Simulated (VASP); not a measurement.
Here is a VASP 6.6.1 calculation.

The input POSCAR:

```
SiIrF5
1.0
    6.8166320000      0.0000000000      0.0000000000
    0.0000000000      6.8166320000      0.0000000000
    0.0000000000      0.0000000000      4.0817380000
F Ir Si
10 2 2
Direct
    0.3136000000      0.5914000000      0.1984000000
    0.9086000000      0.3136000000      0.1984000000
    0.1864000000      0.9086000000      0.1984000000
    0.5914000000      0.1864000000      0.1984000000
    0.6864000000      0.4086000000      0.8016000000
    0.0914000000      0.6864000000      0.8016000000
    0.8136000000      0.0914000000      0.8016000000
    0.4086000000      0.8136000000      0.8016000000
    0.2500000000      0.2500000000      0.6934000000
    0.7500000000      0.7500000000      0.3066000000
    0.2500000000      0.2500000000      0.1923600000
    0.7500000000      0.7500000000      0.8076400000
    0.2500000000      0.7500000000      0.0000000000
    0.7500000000      0.2500000000      0.0000000000
```

The input INCAR.step1:

```
PREC = Accurate
ENCUT = 520
ISMEAR = 1
SIGMA = 0.0101
LREAL = F
LASPH = T
NELM = 100
NBANDS = 61
GGA = PE
ALGO = Normal
EDIFF = 1E-4
LWAVE = T
LCHARG = F
```

The input INCAR.step2:

```
PREC = Accurate
ENCUT = 520
EDIFF = 1E-7
ISMEAR = 1
SIGMA = 0.0101
LREAL = F
LASPH = T
NELM = 100
ALGO = Normal
ISIF = 2
LWAVE = F
LCHARG = F
METAGGA = R2SCAN
LMIXTAU = T
NBANDS = 61
ISTART = 1
```

Contents of KPOINTS:

```
regular mesh
0
Gamma
  4 4 6
```

Potentials or basis: VASP PAW PBE potentials, release 64 (F, Ir, Si).

Command:

```sh
$ cat potpaw_PBE.64/F/POTCAR potpaw_PBE.64/Ir/POTCAR potpaw_PBE.64/Si/POTCAR > POTCAR
$ cp INCAR.step1 INCAR
$ mpirun -np 1 vasp_std > vasp.out
$ cp INCAR.step2 INCAR
$ mpirun -np 1 vasp_std > vasp.out
```

Q: What does it give for the band gap on the k mesh?

A: Zero (bands 48 and 49 overlap by 0.12 eV).

Q: Predict the largest force.

A: 9.178 eV/Å.

Q: What does it give for the pressure?

A: 38.2 GPa.

Stress tensor (GPa, compression positive):
```
39.98  0.00  0.00
 0.00 39.98  0.00
 0.00  0.00 34.70
```

Caveat: the stress differs along the axes, from 35 to 40 GPa; the PAW data sets were made with another functional, which shifts forces and pressure a little; spin-orbit coupling is left out, which moves the levels of the heavy elements.
